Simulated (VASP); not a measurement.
# Cu2O (Pn-3m) in VASP: notebook

Cu2O is run at these levels: PBEsol, PBEsol+U; tasks: single point.

Everything below comes from runs of VASP 6.6.1. Logs are shortened: lines on timing, memory, paths and dates and some standing lists are left out, and cuts for length are marked.

### 1 The cell of the first run

The structure is cubic, space group Pn-3m (No. 224). Conventional cell: a = 4.260 Å, b = 4.260 Å, c = 4.260 Å, α = 90.00°, β = 90.00°, γ = 90.00°. Cu (site symmetry -3m) has 2 O at 1.84 Å within 2.4 Å. Within 2.4 Å of O (site symmetry -43m) lie 4 Cu at 1.84 Å.

### 2 Single point, PBEsol

INCAR

```
PREC     = Accurate       # precision mode
ENCUT    = 600            # plane-wave cutoff, eV
EDIFF    = 1E-6           # SCF threshold, eV
ISMEAR   = 0              # smearing method
SIGMA    = 0.01           # smearing width, eV
LREAL    = False          # projectors in reciprocal space
LASPH    = True           # aspherical terms in the spheres
NELM     = 120            # most SCF steps
ALGO     = Normal         # electronic algorithm
ISIF     = 2              # what is computed and relaxed
LWAVE    = False          # write WAVECAR
LCHARG   = True           # write CHGCAR
GGA      = PS             # functional
LELF     = True           # ELF
LVHAR    = True         
NBANDS   = 37             # bands
GGA_COMPAT= False
```

KPOINTS

```
regular mesh
0
Gamma
  4 4 4
```

POSCAR

```
Cu2O
1.0
    4.2600000000      0.0000000000      0.0000000000
    0.0000000000      4.2600000000      0.0000000000
    0.0000000000      0.0000000000      4.2600000000
Cu O
4 2
Direct
    0.2500000000      0.2500000000      0.2500000000
    0.2500000000      0.7500000000      0.7500000000
    0.7500000000      0.2500000000      0.7500000000
    0.7500000000      0.7500000000      0.2500000000
    1.0000000000      1.0000000000      1.0000000000
    0.5000000000      0.5000000000      0.5000000000
```

Potentials or basis: VASP PAW PBE potentials, release 64 (Cu, O).

Launch:

```bash
$ cat potpaw_PBE.64/Cu/POTCAR potpaw_PBE.64/O/POTCAR > POTCAR
$ mpirun -np 1 vasp_std > vasp.out
```

OUTCAR:

```text
PREC = Accurate
   ENCUT = 600
   EDIFF = 1E-6
   ISMEAR = 0
   LREAL = False
   LASPH = True
   NELM = 120
   ISIF = 2
   GGA = PS

 ion  position               nearest neighbor table
   1  0.250  0.250  0.250-   5 1.84   6 1.84
   2  0.250  0.750  0.750-   5 1.84   6 1.84
   3  0.750  0.250  0.750-   5 1.84   6 1.84
   4  0.750  0.750  0.250-   5 1.84   6 1.84
   5  0.000  0.000  0.000-   1 1.84   2 1.84   3 1.84   4 1.84
   6  0.500  0.500  0.500-   1 1.84   2 1.84   3 1.84   4 1.84

  LATTYP: Found a simple cubic cell.
 ALAT       =     4.2600000000

  Lattice vectors:

 A1 = (   4.2600000000,   0.0000000000,   0.0000000000)
 A2 = (   0.0000000000,   4.2600000000,   0.0000000000)
 A3 = (   0.0000000000,   0.0000000000,   4.2600000000)

Analysis of symmetry for initial positions (statically):
=====================================================================
 Subroutine PRICEL returns:
 Original cell was already a primitive cell.

 Routine SETGRP: Setting up the symmetry group for a
 simple cubic supercell.

 Subroutine GETGRP returns: Found 48 space group operations
 (whereof 24 operations were pure point group operations)
 out of a pool of 48 trial point group operations.

The static configuration has the point symmetry T_d .
 The point group associated with its full space group is O_h .

Analysis of symmetry for dynamics (positions and initial velocities):
=====================================================================
 Subroutine PRICEL returns:
 Original cell was already a primitive cell.

 Routine SETGRP: Setting up the symmetry group for a
 simple cubic supercell.

 Subroutine GETGRP returns: Found 48 space group operations
 (whereof 24 operations were pure point group operations)
 out of a pool of 48 trial point group operations.

The dynamic configuration has the point symmetry T_d .
 The point group associated with its full space group is O_h .

 Subroutine INISYM returns: Found 48 space group operations
 (whereof 24 operations are pure point group operations),
 and found     1 'primitive' translations

----------------------------------------------------------------------------------------

                                     Primitive cell

  volume of cell :      77.3088

  direct lattice vectors                    reciprocal lattice vectors
     4.260000000  0.000000000  0.000000000     0.234741784  0.000000000  0.000000000
     0.000000000  4.260000000  0.000000000     0.000000000  0.234741784  0.000000000
     0.000000000  0.000000000  4.260000000     0.000000000  0.000000000  0.234741784

  length of vectors
     4.260000000  4.260000000  4.260000000     0.234741784  0.234741784  0.234741784

  position of ions in fractional coordinates (direct lattice)
     0.250000000  0.250000000  0.250000000
     0.250000000  0.750000000  0.750000000
     0.750000000  0.250000000  0.750000000
     0.750000000  0.750000000  0.250000000
     0.000000000  0.000000000  0.000000000
     0.500000000  0.500000000  0.500000000

  ion indices of the primitive-cell ions
   primitive index   ion index
                 1           1
                 2           2
                 3           3
                 4           4
                 5           5
                 6           6

----------------------------------------------------------------------------------------

 KPOINTS: regular mesh

Automatic generation of k-mesh.
 Grid dimensions read from file:
 generate k-points for:    4    4    4

 Generating k-lattice:

  Cartesian coordinates                     Fractional coordinates (reciprocal lattice)
     0.058685446  0.000000000  0.000000000     0.250000000  0.000000000  0.000000000
     0.000000000  0.058685446  0.000000000     0.000000000  0.250000000  0.000000000
     0.000000000  0.000000000  0.058685446     0.000000000  0.000000000  0.250000000

  Length of vectors
     0.058685446  0.058685446  0.058685446

  Shift w.r.t. Gamma in fractional coordinates (k-lattice)
     0.000000000  0.000000000  0.000000000

 Subroutine IBZKPT returns following result:
 ===========================================

 Found     10 irreducible k-points:

 Following reciprocal coordinates:
            Coordinates               Weight
  0.000000  0.000000  0.000000      1.000000
  0.250000  0.000000  0.000000      6.000000
  0.500000  0.000000  0.000000      3.000000
  0.250000  0.250000  0.000000     12.000000
  0.500000  0.250000  0.000000     12.000000
  0.500000  0.500000  0.000000      3.000000
  0.250000  0.250000  0.250000      8.000000
  0.500000  0.250000  0.250000     12.000000
  0.500000  0.500000  0.250000      6.000000
  0.500000  0.500000  0.500000      1.000000
   k-points           NKPTS =     10   k-points in BZ     NKDIM =     10   number of bands    NBANDS=     37
   number of dos      NEDOS =    301   number of ions     NIONS =      6
   total plane-waves  NPLWV =  46656
   dimension x,y,z NGX =    36 NGY =   36 NGZ =   36
   dimension x,y,z NGXF=    72 NGYF=   72 NGZF=   72
   ions per type =               4   2
   NGX,Y,Z   is equivalent  to a cutoff of  14.05, 14.05, 14.05 a.u.
   NGXF,Y,Z  is equivalent  to a cutoff of  28.10, 28.10, 28.10 a.u.
 SYSTEM =  unknown system
   PREC   = accura    normal or accurate (medium, high low for compatibility)
   ISTART =      0    job   : 0-new  1-cont  2-samecut
   ICHARG =      2    charge: 1-file 2-atom 10-const
   ISPIN  =      1    spin polarized calculation?
   LNONCOLLINEAR =      F non collinear calculations
   LSORBIT =      F    spin-orbit coupling
   LASPH  =      T    aspherical Exc in radial PAW
   ENCUT  =  600.0 eV  44.10 Ry    6.64 a.u.   8.51  8.51  8.51*2*pi/ulx,y,z
   NELM   =    120;   NELMIN=  2; NELMDL= -5     # of ELM steps
   EDIFF  = 0.1E-05   stopping-criterion for ELM
   LREAL  =      F    real-space projection
   EDIFFG = 0.1E-04   stopping-criterion for IOM
   NSW    =      0    number of steps for IOM
   IBRION =     -1    ionic relax: 0-MD 1-quasi-New 2-CG
   NFREE  =      0    steps in history (QN), initial steepest desc. (CG)
   ISIF   =      2    stress and relaxation
   ISYM   =      2    0-nonsym 1-usesym 2-fastsym
   POTIM  = 0.5000    time-step for ionic-motion
   TEBEG  =    0.0;   TEEND  =   0.0 temperature during run
   PSTRESS=    0.0 pullay stress
   NELECT =      56.0000    total number of electrons
   NUPDOWN=      -1.0000    fix difference up-down
   EMIN   =  10.00;   EMAX   =-10.00  energy-range for DOS
   EFERMI =   0.00;   METHOD = LEGACY
   ISMEAR =     0;   SIGMA  =   0.01  broadening in eV -4-tet -1-fermi 0-gaus
   EFERMI_NEDOS =   21; number of points for ismear=-14 and -15
   IALGO  =     38    algorithm
   IMIX   =      4    mixing-type and parameters
     AMIX     =   0.40;   BMIX     =  1.00
     AMIX_MAG =   1.60;   BMIX_MAG =  1.00
  volume/ion in A,a.u.               =      12.88        86.95
  Fermi-wavevector in a.u.,A,eV,Ry     =   1.470261  2.778391 29.411289  2.161669
  Thomas-Fermi vector in A             =   2.585540
   LORBIT       =      0    0 simple, 1 ext, 2 COOP (PROOUT), +10 PAW based schemes
   GGA     = PS    functional components
   LHFCALC =     F    Hartree Fock is set to
   AEXX    =    0.0000 exact exchange contribution
   IVDW    =     0    specifies the selected vdW correction
   LEPSILON=     F    determine dielectric tensor
   LRPA    =     F    only Hartree local field effects (RPA)
 non-spin polarized calculation
 Gauss-broadening in eV      SIGMA  =   0.01
  energy-cutoff  :      600.00
  volume of cell :       77.31
 maximum number of plane-waves:      2612
 NGX is ok and might be reduce to    36
   NGX = 17   NGY = 17   NGZ = 17

 number of electron      55.9999977 magnetization

 Free energy of the ion-electron system (eV)
  ---------------------------------------------------
  ext. energy  EPLUGINS =         0.00000000
  ---------------------------------------------------
  free energy    TOTEN  =       -29.94794440 eV

  energy without entropy =      -29.94794440  energy(sigma->0) =      -29.94794440

 E-fermi :   4.7404     XC(G=0): -11.2790

 val. band max:        4.6128456945   @ k =   0.0000   0.0000   0.0000
 cond. band min:       5.1167771743   @ k =   0.0000   0.0000   0.0000
 fundamental gap:      0.5039314798
 Fermi energy:         4.7403535300

 k-point     1 :       0.0000    0.0000    0.0000
  band No.  band energies     occupation
      1     -15.4853      2.00000
      2     -14.7283      2.00000
      3      -2.6926      2.00000
      4      -2.6926      2.00000
      5      -2.6926      2.00000
      6      -0.2962      2.00000
[... 29 lines left out ...]
     36      13.8796      0.00000
     37      13.8796      0.00000

 k-point     2 :       0.2500    0.0000    0.0000
  band No.  band energies     occupation
      1     -15.3732      2.00000
      2     -14.8373      2.00000
      3      -2.5336      2.00000
      4      -2.4671      2.00000
      5      -2.4671      2.00000
      6      -1.1611      2.00000
[... 29 lines left out ...]
     36      12.8478      0.00000
     37      12.8478      0.00000

 k-point     3 :       0.5000    0.0000    0.0000
  band No.  band energies     occupation
      1     -15.1038      2.00000
      2     -15.1038      2.00000
      3      -2.0746      2.00000
      4      -2.0746      2.00000
      5      -2.0203      2.00000
      6      -2.0203      2.00000
[... 29 lines left out ...]
     36      12.2028      0.00000
     37      13.8437      0.00000
[... 201 lines left out ...]
 k-point     9 :       0.5000    0.5000    0.2500
  band No.  band energies     occupation
      1     -15.2402      2.00000
      2     -14.8949      2.00000
      3      -2.7126      2.00000
      4      -2.7126      2.00000
      5      -2.2660      2.00000
      6      -1.2450      2.00000
[... 29 lines left out ...]
     36      13.6634      0.00000
     37      16.1871      0.00000

 k-point    10 :       0.5000    0.5000    0.5000
  band No.  band energies     occupation
      1     -15.2997      2.00000
      2     -14.8092      2.00000
      3      -2.5930      2.00000
      4      -2.5930      2.00000
      5      -2.5930      2.00000
      6      -1.1322      2.00000
[... 29 lines left out ...]
     36      12.2986      0.00000
     37      18.4361      0.00000

------------------------ aborting loop because EDIFF is reached ----------------------------------------

  FORCE on cell =-STRESS in cart. coord.  units (eV):
  Direction    XX          YY          ZZ          XY          YZ          ZX
  --------------------------------------------------------------------------------------
  -------------------------------------------------------------------------------------
  Total       -1.1695818     -1.1695818     -1.1695818     -0.0000000      0.0000000     -0.0000000
  in kB      -24.2388715    -24.2388715    -24.2388715     -0.0000000      0.0000000     -0.0000000
  external PRESSURE =     -24.2388715 kB  Pullay stress =       0.0000000 kB

 VOLUME and BASIS-vectors are now :
 -----------------------------------------------------------------------------
  energy-cutoff  :      600.00
  volume of cell :       77.31
      direct lattice vectors                 reciprocal lattice vectors
     4.260000000  0.000000000  0.000000000     0.234741784  0.000000000  0.000000000
     0.000000000  4.260000000  0.000000000     0.000000000  0.234741784  0.000000000
     0.000000000  0.000000000  4.260000000     0.000000000  0.000000000  0.234741784

 POSITION                                       TOTAL-FORCE (eV/Angst)
 -----------------------------------------------------------------------------------
      1.06500      1.06500      1.06500        -0.000000      0.000000      0.000000
      1.06500      3.19500      3.19500         0.000000      0.000000     -0.000000
      3.19500      1.06500      3.19500        -0.000000     -0.000000      0.000000
      3.19500      3.19500      1.06500         0.000000     -0.000000      0.000000
      0.00000      0.00000      0.00000        -0.000000      0.000000     -0.000000
      2.13000      2.13000      2.13000        -0.000000      0.000000     -0.000000
 -----------------------------------------------------------------------------------
    total drift:                                0.000000      0.000000      0.000000

  FREE ENERGIE OF THE ION-ELECTRON SYSTEM (eV)
  ---------------------------------------------------
  free  energy   TOTEN  =       -29.9479443977 eV

  energy  without entropy=      -29.9479443977  energy(sigma->0) =      -29.94794440
```

Wall time 72 s (1 thread of AMD EPYC 7R13, shared host); peak memory 0.18 GiB.

Results:

```yaml
Free_energy: -29.9479 eV
Pressure: -2.4 GPa
Band_gap_on_the_k_mesh: 0.50 eV
```

Caveat: semilocal functionals underestimate gaps, and a narrow one can read as zero; the PAW data sets were made with another functional, which shifts forces and pressure a little.

### 3 Single point, PBEsol+U

INCAR

```
PREC = Accurate
ENCUT = 600
EDIFF = 1E-6
ISMEAR = 0
SIGMA = 0.01
LREAL = False
LASPH = True
NELM = 200
ALGO = Normal
ISIF = 2
LWAVE = False
LCHARG = False
LMAXMIX = 4
LDAU = True
LDAUTYPE = 2
LDAUL = 2 -1
LDAUU = 1.5 0
LDAUJ = 0 0
LDAUPRINT = 1
GGA = PS
NBANDS = 37
GGA_COMPAT = False
```

KPOINTS

```
Automatic mesh
0
Gamma
  4 4 4
```

POSCAR is that of step 2.

Potentials or basis: VASP PAW PBE potentials, release 64 (Cu, O).

Launch:

```bash
$ cat potpaw_PBE.64/Cu/POTCAR potpaw_PBE.64/O/POTCAR > POTCAR
$ mpirun -np 1 vasp_std > vasp.out
```

It took 87 s on 1 thread of AMD EPYC 7R13, shared host; peak memory 0.18 GiB.

The run converged. Its results:

```yaml
Free_energy: -27.9771 eV
Pressure: -2.9 GPa
Band_gap_on_the_k_mesh: 0.58 eV
```

Levels at points of the mesh, in eV from the valence-band top:
| k point | band 24 | band 25 | band 26 | band 27 | band 28 | band 29 | band 30 | band 31 | band 32 | band 33 |
| --- | --- | --- | --- | --- | --- | --- | --- | --- | --- | --- |
| (0.00, 0.00, 0.00) | -1.76 | -1.76 | 0.00 | 0.00 | 0.00 | 0.58 | 1.41 | 1.41 | 8.09 | 8.09 |
| (0.50, 0.00, 0.00) | -1.88 | -1.31 | -1.31 | -0.37 | -0.37 | 2.37 | 2.37 | 4.36 | 4.36 | 7.61 |
| (0.50, 0.50, 0.00) | -1.62 | -1.32 | -1.32 | -0.65 | -0.65 | 2.01 | 2.01 | 3.99 | 3.99 | 6.95 |
| (0.50, 0.50, 0.50) | -1.81 | -1.02 | -0.61 | -0.61 | -0.61 | 2.62 | 2.62 | 2.62 | 5.01 | 5.01 |

Eigenvalues of the final occupation matrices:
```csv
site,spin,trace,eigenvalues
site 1 d,1,4.65,0.84 0.94 0.94 0.96 0.96
site 1 d,2,4.65,0.84 0.94 0.94 0.96 0.96
site 2 d,1,4.65,0.84 0.94 0.94 0.96 0.96
site 2 d,2,4.65,0.84 0.94 0.94 0.96 0.96
site 3 d,1,4.65,0.84 0.94 0.94 0.96 0.96
site 3 d,2,4.65,0.84 0.94 0.94 0.96 0.96
site 4 d,1,4.65,0.84 0.94 0.94 0.96 0.96
site 4 d,2,4.65,0.84 0.94 0.94 0.96 0.96
```

Caveat: semilocal functionals underestimate gaps, and a narrow one can read as zero; the PAW data sets were made with another functional, which shifts forces and pressure a little.

### 4 Single point, PBEsol+U

INCAR

```
  PREC = Accurate
  ENCUT = 600
  EDIFF = 1E-6
  ISMEAR = 0
  SIGMA = 0.01
  LREAL = False
  LASPH = True
  NELM = 200
  ALGO = Normal
  ISIF = 2
  LWAVE = False
  LCHARG = True
  LMAXMIX = 4
  LDAU = True
  LDAUTYPE = 2
  LDAUL = 2 -1
  LDAUU = 3 0
  LDAUJ = 0 0
  LDAUPRINT = 1
  GGA = PS
  LELF = True
  LVHAR = True
  NBANDS = 37
  GGA_COMPAT = False
```

KPOINTS

```
regular mesh
0
Gamma
  4 4 4
```

POSCAR is that of step 3.

Launch:

```bash
$ cat potpaw_PBE.64/Cu/POTCAR potpaw_PBE.64/O/POTCAR > POTCAR
$ mpirun -np 1 vasp_std > vasp.out
```

Wall time 69 s (1 thread of AMD EPYC 7R13, shared host); peak memory 0.18 GiB.

It converged, with:

| Item | Value |
| --- | --- |
| Free energy | -26.1269 eV |
| Pressure | -3.5 GPa |
| Band gap on the k mesh | 0.64 eV |

Levels at points of the mesh, in eV from the valence-band top:
```csv
k point,band 24,band 25,band 26,band 27,band 28,band 29,band 30,band 31,band 32,band 33
"(0.00, 0.00, 0.00)",-1.96,-1.96,0.00,0.00,0.00,0.64,1.64,1.64,8.27,8.27
"(0.50, 0.00, 0.00)",-2.08,-1.41,-1.41,-0.34,-0.34,2.50,2.50,4.55,4.55,7.85
"(0.50, 0.50, 0.00)",-1.76,-1.43,-1.43,-0.64,-0.64,2.17,2.17,4.15,4.15,7.17
"(0.50, 0.50, 0.50)",-2.01,-1.05,-0.65,-0.65,-0.65,2.85,2.85,2.85,5.17,5.17
```

Eigenvalues of the final occupation matrices:
```csv
site,spin,trace,eigenvalues
site 1 d,1,4.67,0.85 0.94 0.94 0.97 0.97
site 1 d,2,4.67,0.85 0.94 0.94 0.97 0.97
site 2 d,1,4.67,0.85 0.94 0.94 0.97 0.97
site 2 d,2,4.67,0.85 0.94 0.94 0.97 0.97
site 3 d,1,4.67,0.85 0.94 0.94 0.97 0.97
site 3 d,2,4.67,0.85 0.94 0.94 0.97 0.97
site 4 d,1,4.67,0.85 0.94 0.94 0.97 0.97
site 4 d,2,4.67,0.85 0.94 0.94 0.97 0.97
```

Caveat: the cell stands under tension; semilocal functionals underestimate gaps, and a narrow one can read as zero; the PAW data sets were made with another functional, which shifts forces and pressure a little.

(Continued in part 2 of 2.)
